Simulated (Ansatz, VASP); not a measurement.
Be2Se in VASP and in Ansatz

Contents of INCAR:

```
SYSTEM = Be2Se
PREC = Accurate
ENCUT = 600
EDIFF = 1E-6
ISMEAR = 0
SIGMA = 0.1
LREAL = .False.
LASPH = .True.
NELM = 100
ALGO = Normal
ISIF = 3
LWAVE = .False.
LCHARG = .False.
GGA = PE
IBRION = 2
NSW = 90
EDIFFG = -0.04
```

The input KPOINTS:

```
regular mesh
0
Gamma
  6 6 6
  0 0 0
```

POSCAR

```
Be2Se
1.0
    4.7343405200      0.0000000000      0.0000000000
   -2.3671702600      4.1000591600      0.0000000000
    0.0000000000      0.0000000000      2.6414447500
Be Se
2 1
Direct
    0.3333333300      0.6666666700      0.5000000000
    0.6666666700      0.3333333300      0.5000000000
    0.0000000000      0.0000000000      0.5000000000
```

Input for Ansatz:

```yaml
crystal:
  lattice:
    - [4.73434052, 0.0, 0.0]
    - [-2.36717026, 4.10005916, 0.0]
    - [0.0, 0.0, 2.64144475]
  atoms:
    - { symbol: Be, position: [0.33333333, 0.66666667, 0.5] }
    - { symbol: Be, position: [0.66666667, 0.33333333, 0.5] }
    - { symbol: Se, position: [0.0, 0.0, 0.5] }
basis:
  ecutwfc: 420
kpoints:
  mp_grid: { grid: [6, 6, 6] }
hamiltonian:
  xc: pbe
scf:
  occupations: { method: gaussian, width: 0.1 }
  lower_state_search: "off"
output:
  forces: true
  stress: true
  eigenvalues: true
relax:
  adjacent_minimum: "off"
  f_tol: 0.04
  max_steps: 70
  cell: { stress_tol: 0.4 }
```

Alike in both runs: task relaxation of cell and atoms; functional PBE; k mesh 6 × 6 × 6; occupations gaussian, width 0.1 eV; no spin polarisation.

```csv
,VASP,Ansatz
version,VASP 6.6.1,Ansatz 0.2.0
potentials or method,"VASP PAW PBE potentials, release 64 (Be, Se), cutoff 600 eV","scalar-relativistic, plane waves, PAW"
valence electrons in the cell,10,20
```

```csv
,VASP,Ansatz,Ansatz less VASP
"gap on the k mesh at the Fermi level, each at its own relaxed structure (eV)",none,none,-
relaxed volume (Å³/atom),14.09,14.12,+0.022
relaxed cell length with the largest relative difference (Å),2.780,2.784,+0.0038
```

A gap of «none» marks a metal or a gap that the smearing closes. VASP's potentials hold 10 valence electrons a cell and Ansatz's 20, so a difference there can come from the potentials and not from the codes.

The k mesh is coarse, so the values compare programs but aren't converged. Noted on VASP's run: the volume moved by over 15 % at a fixed basis, so the end points are rough.
